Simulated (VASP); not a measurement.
# HC6 in VASP: a series of runs

Runs on HC6. Level: PBE. Tasks: single point.

Everything below comes from runs of VASP 6.6.1. Logs are shortened: lines on timing, memory, paths and dates and some standing lists are left out, and cuts for length are marked.

### Step 1. The cell of the first run

The cell holds a wire or tube with vacuum around it, 14 atoms: a = 4.933 Å, b = 8.522 Å, c = 22.942 Å, α = 90.00°, β = 90.00°, γ = 90.00°.

### Step 2. Single point, PBE

File INCAR:

```
SYSTEM = HC6
PREC = Accurate ; ENCUT = 520
EDIFF = 1E-7 ; ISMEAR = 0
SIGMA = 0.1 ; LREAL = .False.
LASPH = .True. ; NELM = 100
ALGO = Normal ; ISIF = 2
LWAVE = .False. ; LCHARG = .True.
LDIPOL = .True. ; IDIPOL = 3
DIPOL = 0.5 0.5 0.311 ; GGA = PE
LELF = .True. ; LVHAR = .True.
LVACPOTAV = .True. ; NBANDS = 38
```

File KPOINTS:

```
regular mesh
0
Gamma
  6 3 1
  0 0 0
```

File POSCAR:

```
HC6
1.0
    4.9326910638      0.0000000000      0.0000000000
    0.0000000000      8.5222964205      0.0000000000
    0.0000000000      0.0000000000     22.9416055954
C H
12 2
Direct
    0.0000000000      0.0000000000      0.1743557130
    0.5000000000      0.0000000000      0.1743557130
    0.2500000000      0.0000000000      0.2053898368
    0.7500000000      0.0000000000      0.2053898368
    0.2500000000      0.0000000000      0.2674580844
    0.7500000000      0.0000000000      0.2674580844
    0.0000000000      0.0000000000      0.2977124344
    0.5000000000      0.0000000000      0.2977124344
    0.0000000000      0.0000000000      0.3626190265
    0.5000000000      0.0000000000      0.3626190265
    0.2500000000      0.0000000000      0.3897550046
    0.7500000000      0.0000000000      0.3897550046
    0.1739765890      0.0000000000      0.4791123075
    0.3260234110      0.0000000000      0.4791123075
```

Potentials or basis: VASP PAW PBE potentials, release 64 (C, H).

Run with:

```console
> cat potpaw_PBE.64/C/POTCAR potpaw_PBE.64/H/POTCAR > POTCAR
> mpirun -np 1 vasp_std > vasp.out
```

OUTCAR:

```text
SYSTEM = HC6
   PREC = Accurate
   ENCUT = 520
   EDIFF = 1E-7
   ISMEAR = 0
   LREAL = .False.
   LASPH = .True.
   NELM = 100
   ISIF = 2
   GGA = PE

 ion  position               nearest neighbor table
   1  0.000  0.000  0.174-   3 1.42   4 1.42
   2  0.500  0.000  0.174-   3 1.42   4 1.42
   3  0.250  0.000  0.205-   5 1.42   2 1.42   1 1.42
   4  0.750  0.000  0.205-   6 1.42   2 1.42   1 1.42
   5  0.250  0.000  0.267-   7 1.42   8 1.42   3 1.42
   6  0.750  0.000  0.267-   7 1.42   8 1.42   4 1.42
   7  0.000  0.000  0.298-   5 1.42   6 1.42   9 1.49
   8  0.500  0.000  0.298-   5 1.42   6 1.42  10 1.49
   9  0.000  0.000  0.363-  11 1.38  12 1.38   7 1.49
  10  0.500  0.000  0.363-  11 1.38  12 1.38   8 1.49
  11  0.250  0.000  0.390-   9 1.38  10 1.38
  12  0.750  0.000  0.390-   9 1.38  10 1.38
  13  0.174  0.000  0.479-  14 0.75
  14  0.326  0.000  0.479-  13 0.75

  LATTYP: Found a simple orthorhombic cell.
 ALAT       =     4.9326910638
 B/A-ratio  =     1.7277174488
 C/A-ratio  =     4.6509309622

  Lattice vectors:

 A1 = (   4.9326910638,   0.0000000000,   0.0000000000)
 A2 = (   0.0000000000,   8.5222964205,   0.0000000000)
 A3 = (   0.0000000000,   0.0000000000,  22.9416055954)

Analysis of symmetry for initial positions (statically):
=====================================================================
 Subroutine PRICEL returns:
 Original cell was already a primitive cell.

 Routine SETGRP: Setting up the symmetry group for a
 simple orthorhombic supercell.

 Subroutine GETGRP returns: Found  4 space group operations
 (whereof  2 operations were pure point group operations)
 out of a pool of  8 trial point group operations.

The static configuration has the point symmetry C_1h.
 The point group associated with its full space group is C_2v.

Analysis of symmetry for dynamics (positions and initial velocities):
=====================================================================
 Subroutine PRICEL returns:
 Original cell was already a primitive cell.

 Routine SETGRP: Setting up the symmetry group for a
 simple orthorhombic supercell.

 Subroutine GETGRP returns: Found  4 space group operations
 (whereof  2 operations were pure point group operations)
 out of a pool of  8 trial point group operations.

The dynamic configuration has the point symmetry C_1h.
 The point group associated with its full space group is C_2v.

 Subroutine INISYM returns: Found  4 space group operations
 (whereof  2 operations are pure point group operations),
 and found     1 'primitive' translations

----------------------------------------------------------------------------------------

                                     Primitive cell

  volume of cell :     964.4159

  direct lattice vectors                    reciprocal lattice vectors
     4.932691064  0.000000000  0.000000000     0.202729096  0.000000000  0.000000000
     0.000000000  8.522296421  0.000000000     0.000000000  0.117339265  0.000000000
     0.000000000  0.000000000 22.941605595     0.000000000  0.000000000  0.043588928

  length of vectors
     4.932691064  8.522296421 22.941605595     0.202729096  0.117339265  0.043588928

  position of ions in fractional coordinates (direct lattice)
     0.000000000  0.000000000  0.174355713
     0.500000000  0.000000000  0.174355713
     0.250000000  0.000000000  0.205389837
     0.750000000  0.000000000  0.205389837
     0.250000000  0.000000000  0.267458084
     0.750000000  0.000000000  0.267458084
     0.000000000  0.000000000  0.297712434
     0.500000000  0.000000000  0.297712434
     0.000000000  0.000000000  0.362619026
     0.500000000  0.000000000  0.362619026
     0.250000000  0.000000000  0.389755005
     0.750000000  0.000000000  0.389755005
     0.173976589  0.000000000  0.479112308
     0.326023411  0.000000000  0.479112308

  ion indices of the primitive-cell ions
   primitive index   ion index
                 1           1
                 2           2
                 3           3
                 4           4
                 5           5
                 6           6
                 7           7
                 8           8
                 9           9
                10          10
                11          11
                12          12
                13          13
                14          14

----------------------------------------------------------------------------------------

 KPOINTS: regular mesh

Automatic generation of k-mesh.
 Grid dimensions read from file:
 generate k-points for:    6    3    1

 Generating k-lattice:

  Cartesian coordinates                     Fractional coordinates (reciprocal lattice)
     0.033788183  0.000000000  0.000000000     0.166666667  0.000000000  0.000000000
     0.000000000  0.039113088  0.000000000     0.000000000  0.333333333  0.000000000
     0.000000000  0.000000000  0.043588928     0.000000000  0.000000000  1.000000000

  Length of vectors
     0.033788183  0.039113088  0.043588928

  Shift w.r.t. Gamma in fractional coordinates (k-lattice)
     0.000000000  0.000000000  0.000000000

 Subroutine IBZKPT returns following result:
 ===========================================

 Found      8 irreducible k-points:

 Following reciprocal coordinates:
            Coordinates               Weight
  0.000000  0.000000  0.000000      1.000000
  0.166667  0.000000  0.000000      2.000000
  0.333333  0.000000  0.000000      2.000000
  0.500000  0.000000  0.000000      1.000000
  0.000000  0.333333  0.000000      2.000000
  0.166667  0.333333  0.000000      4.000000
  0.333333  0.333333  0.000000      4.000000
  0.500000  0.333333  0.000000      2.000000
   k-points           NKPTS =      8   k-points in BZ     NKDIM =      8   number of bands    NBANDS=     38
   number of dos      NEDOS =    301   number of ions     NIONS =     14
   total plane-waves  NPLWV = 460800
   dimension x,y,z NGX =    40 NGY =   64 NGZ =  180
   dimension x,y,z NGXF=    80 NGYF=  128 NGZF=  360
   ions per type =              12   2
   NGX,Y,Z   is equivalent  to a cutoff of  13.48, 12.48, 13.04 a.u.
   NGXF,Y,Z  is equivalent  to a cutoff of  26.96, 24.97, 26.09 a.u.
 SYSTEM =  HC6
   PREC   = accura    normal or accurate (medium, high low for compatibility)
   ISTART =      0    job   : 0-new  1-cont  2-samecut
   ICHARG =      2    charge: 1-file 2-atom 10-const
   ISPIN  =      1    spin polarized calculation?
   LNONCOLLINEAR =      F non collinear calculations
   LSORBIT =      F    spin-orbit coupling
   LASPH  =      T    aspherical Exc in radial PAW
   ENCUT  =  520.0 eV  38.22 Ry    6.18 a.u.   9.17 15.85 42.66*2*pi/ulx,y,z
   NELM   =    100;   NELMIN=  2; NELMDL= -5     # of ELM steps
   EDIFF  = 0.1E-06   stopping-criterion for ELM
   LREAL  =      F    real-space projection
   EDIFFG = 0.1E-05   stopping-criterion for IOM
   NSW    =      0    number of steps for IOM
   IBRION =     -1    ionic relax: 0-MD 1-quasi-New 2-CG
   NFREE  =      0    steps in history (QN), initial steepest desc. (CG)
   ISIF   =      2    stress and relaxation
   ISYM   =      2    0-nonsym 1-usesym 2-fastsym
   POTIM  = 0.5000    time-step for ionic-motion
   TEBEG  =    0.0;   TEEND  =   0.0 temperature during run
   PSTRESS=    0.0 pullay stress
   NELECT =      50.0000    total number of electrons
   NUPDOWN=      -1.0000    fix difference up-down
   EMIN   =  10.00;   EMAX   =-10.00  energy-range for DOS
   EFERMI =   0.00;   METHOD = LEGACY
   ISMEAR =     0;   SIGMA  =   0.10  broadening in eV -4-tet -1-fermi 0-gaus
   EFERMI_NEDOS =   21; number of points for ismear=-14 and -15
   IALGO  =     38    algorithm
   IMIX   =      4    mixing-type and parameters
     AMIX     =   0.40;   BMIX     =  1.00
     AMIX_MAG =   1.60;   BMIX_MAG =  1.00
  volume/ion in A,a.u.               =      68.89       464.87
  Fermi-wavevector in a.u.,A,eV,Ry     =   0.610441  1.153565  5.070043  0.372638
  Thomas-Fermi vector in A             =   1.666002
   LORBIT       =      0    0 simple, 1 ext, 2 COOP (PROOUT), +10 PAW based schemes
   GGA     = PE    functional components
   LHFCALC =     F    Hartree Fock is set to
   AEXX    =    0.0000 exact exchange contribution
   IVDW    =     0    specifies the selected vdW correction
   LEPSILON=     F    determine dielectric tensor
   LRPA    =     F    only Hartree local field effects (RPA)
 non-spin polarized calculation
 Gauss-broadening in eV      SIGMA  =   0.10
  energy-cutoff  :      520.00
  volume of cell :      964.42
 maximum number of plane-waves:     25994
 NGX is ok and might be reduce to    40
   NGX = 19   NGY = 31   NGZ = 85

 dipolmoment           0.000000      0.000000      0.224394 electrons x Angstroem

 number of electron      50.0000004 magnetization

 dipolmoment           0.000000      0.000000     -0.263939 electrons x Angstroem

 Free energy of the ion-electron system (eV)
  ---------------------------------------------------
  ext. energy  EPLUGINS =         0.00000000
  ---------------------------------------------------
  free energy    TOTEN  =      -104.49400140 eV

  energy without entropy =     -104.43219541  energy(sigma->0) =     -104.46309840

 E-fermi :  -4.4674     XC(G=0):  -1.9680

 val. band max:       -4.4928170214   @ k =   0.5000   0.3333   0.0000
 cond. band min:      -4.4424483037   @ k =   0.5000   0.0000   0.0000
 fundamental gap:      0.0503687177
 Fermi energy:        -4.4673604199

 k-point     1 :       0.0000    0.0000    0.0000
  band No.  band energies     occupation
      1     -23.2091      2.00000
      2     -21.5347      2.00000
      3     -19.1808      2.00000
      4     -19.0321      2.00000
      5     -19.0098      2.00000
      6     -17.4302      2.00000
[... 29 lines left out ...]
     36       1.6030      0.00000
     37       1.7544      0.00000

 k-point     2 :       0.1667    0.0000    0.0000
  band No.  band energies     occupation
      1     -23.0879      2.00000
      2     -21.4181      2.00000
      3     -20.2388      2.00000
      4     -19.0705      2.00000
      5     -18.7385      2.00000
      6     -17.3668      2.00000
[... 29 lines left out ...]
     36       1.6325      0.00000
     37       1.9132      0.00000

 k-point     3 :       0.3333    0.0000    0.0000
  band No.  band energies     occupation
      1     -22.7251      2.00000
      2     -21.2941      2.00000
      3     -21.0636      2.00000
      4     -19.6905      2.00000
      5     -18.7409      2.00000
      6     -17.4568      2.00000
[... 29 lines left out ...]
     36       1.6711      0.00000
     37       2.2985      0.00000
[... 121 lines left out ...]
 k-point     7 :       0.3333    0.3333    0.0000
  band No.  band energies     occupation
      1     -22.7251      2.00000
      2     -21.2941      2.00000
      3     -21.0636      2.00000
      4     -19.6905      2.00000
      5     -18.7409      2.00000
      6     -17.4568      2.00000
[... 29 lines left out ...]
     36       1.8794      0.00000
     37       1.9768      0.00000

 k-point     8 :       0.5000    0.3333    0.0000
  band No.  band energies     occupation
      1     -22.1497      2.00000
      2     -22.0973      2.00000
      3     -20.5427      2.00000
      4     -20.4309      2.00000
      5     -18.2440      2.00000
      6     -18.1625      2.00000
[... 29 lines left out ...]
     36       2.2661      0.00000
     37       2.3491      0.00000
 [bands above 37 left out]

------------------------ aborting loop because EDIFF is reached ----------------------------------------

  FORCE on cell =-STRESS in cart. coord.  units (eV):
  Direction    XX          YY          ZZ          XY          YZ          ZX
  --------------------------------------------------------------------------------------
  -------------------------------------------------------------------------------------
  Total        0.1568140     -0.0642803      3.1506123      0.0000000      0.0000000      0.0000000
  in kB        0.2605140     -0.1067884      5.2340899      0.0000000      0.0000000      0.0000000
  external PRESSURE =       1.7959385 kB  Pullay stress =       0.0000000 kB

 VOLUME and BASIS-vectors are now :
 -----------------------------------------------------------------------------
  energy-cutoff  :      520.00
  volume of cell :      964.42
      direct lattice vectors                 reciprocal lattice vectors
     4.932691064  0.000000000  0.000000000     0.202729096  0.000000000  0.000000000
     0.000000000  8.522296421  0.000000000     0.000000000  0.117339265  0.000000000
     0.000000000  0.000000000 22.941605595     0.000000000  0.000000000  0.043588928

 POSITION                                       TOTAL-FORCE (eV/Angst)
 -----------------------------------------------------------------------------------
      0.00000      0.00000      4.00000        -0.113055      0.000000      1.535688
      2.46635      0.00000      4.00000         0.113055      0.000000      1.535688
      1.23317      0.00000      4.71197         0.000000      0.000000     -3.156904
      3.69952      0.00000      4.71197         0.000000      0.000000     -2.968351
      1.23317      0.00000      6.13592         0.000000      0.000000      1.313053
      3.69952      0.00000      6.13592         0.000000      0.000000      1.476210
      0.00000      0.00000      6.83000         0.197802      0.000000      0.141263
      2.46635      0.00000      6.83000        -0.197802      0.000000      0.141263
      0.00000      0.00000      8.31906        -0.119418      0.000000     -0.101393
      2.46635      0.00000      8.31906         0.119418      0.000000     -0.101393
      1.23317      0.00000      8.94161         0.000000      0.000000     -1.366357
      3.69952      0.00000      8.94161         0.000000      0.000000      1.150160
      0.85817      0.00000     10.99161        -0.575480      0.000000      0.200536
      1.60817      0.00000     10.99161         0.575480      0.000000      0.200536
 -----------------------------------------------------------------------------------
    total drift:                                0.000000      0.000000      0.000300

  FREE ENERGIE OF THE ION-ELECTRON SYSTEM (eV)
  ---------------------------------------------------
  free  energy   TOTEN  =      -104.4940013958 eV

  energy  without entropy=     -104.4321954079  energy(sigma->0) =     -104.46309840

 vacuum level on the upper side and lower side of the slab         0.708         1.844
```

Wall time 14 min (1 thread of Oxide Virtual Turin-like, shared host); peak memory 0.95 GiB.

Results:

```
Free energy            : -104.4940 eV
Largest force          : 3.157 eV/Å
Band gap on the k mesh : 0.05 eV
```

Forces on the atoms (eV/Å):
```
C   -0.113  0.000  1.536
C    0.113  0.000  1.536
C    0.000  0.000 -3.157
C    0.000  0.000 -2.968
C    0.000  0.000  1.313
C    0.000  0.000  1.476
C    0.198  0.000  0.141
C   -0.198  0.000  0.141
C   -0.119  0.000 -0.101
C    0.119  0.000 -0.101
C    0.000  0.000 -1.366
C    0.000  0.000  1.150
H   -0.575  0.000  0.201
H    0.575  0.000  0.201
```

(Continued in part 2 of 2.)
